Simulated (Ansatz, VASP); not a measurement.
## AlN in VASP and in Ansatz

```
Al N
1.0
     2.61022    0.00000    0.00000
     0.00000    2.61022    0.00000
     0.00000    0.00000    2.61022
Al N
1 1
Direct
  0.00000 0.00000 0.00000
  0.50000 0.50000 0.50000
```

Alike in both runs: task single point; functional PBE; k mesh 6 × 6 × 6; occupations gaussian, width 0.05 eV; no spin polarisation.

```csv
,VASP,Ansatz
version,VASP 6.6.1,Ansatz 0.2.0
potentials or method,"VASP PAW PBE potentials, release 64 (Al, N), cutoff 600 eV","scalar-relativistic, plane waves, PAW"
valence electrons in the cell,8,8
```

VASP gave:

| Property | Result |
| --- | --- |
| gap on the k mesh at the Fermi level (eV) | none |
| pressure (GPa) | -0.5 |

Which values does Ansatz return?

gap on the k mesh at the Fermi level (eV): none; pressure (GPa): -0.2.

A gap of «none» marks a metal or a gap that the smearing closes.

The k mesh is coarse, so the values compare programs but aren't converged.
